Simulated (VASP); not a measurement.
Here is a VASP 6.6.1 calculation.

POSCAR

```
Li2BrCl
1.0
    1.8571144643      1.0722055359      6.0546294585
   -1.8571144643      1.0722055359      6.0546294585
    0.0000000000     -2.1444110718      6.0546294585
Cl Br Li
1 1 2
Direct
    1.0000000000      0.0000000000      0.0000000000
    0.5000000000      0.5000000000      0.5000000000
    0.2543610291      0.2543610291      0.2543610291
    0.7456389709      0.7456389709      0.7456389709
```

INCAR.step1

```
SYSTEM = Li2BrCl
  ALGO = Normal
  EDIFF = 1E-4
  ENCUT = 520
  GGA = PE
  ISMEAR = 0
  LASPH = .TRUE.
  LCHARG = .FALSE.
  LREAL = .FALSE.
  LWAVE = .TRUE.
  NBANDS = 18
  NELM = 60
  PREC = Accurate
  SIGMA = 0.01
```

Contents of INCAR.step2:

```
SYSTEM = Li2BrCl
  ALGO = Normal
  EDIFF = 1E-6
  ENCUT = 520
  ISIF = 2
  ISMEAR = 0
  ISTART = 1
  LASPH = .TRUE.
  LCHARG = .FALSE.
  LMIXTAU = .TRUE.
  LREAL = .FALSE.
  LWAVE = .FALSE.
  METAGGA = R2SCAN
  NBANDS = 18
  NELM = 60
  PREC = Accurate
  SIGMA = 0.01
```

Contents of KPOINTS:

```
k-points
0
G
  6 6 6
  0 0 0
```

Potentials or basis: VASP PAW PBE potentials, release 64 (Cl, Br, Li_sv).

Command:

```sh
$ cat potpaw_PBE.64/Cl/POTCAR potpaw_PBE.64/Br/POTCAR potpaw_PBE.64/Li_sv/POTCAR > POTCAR
$ cp INCAR.step1 INCAR
$ mpirun -np 1 vasp_std > vasp.out
$ cp INCAR.step2 INCAR
$ mpirun -np 1 vasp_std > vasp.out
```

(1) Predict the largest force.

(2) Predict the band gap on the k mesh.

Answers

(1) 0.027 eV/Å.

(2) 6.08 eV, direct.

Caveat: the PAW data sets were made with another functional, which shifts forces and pressure a little.
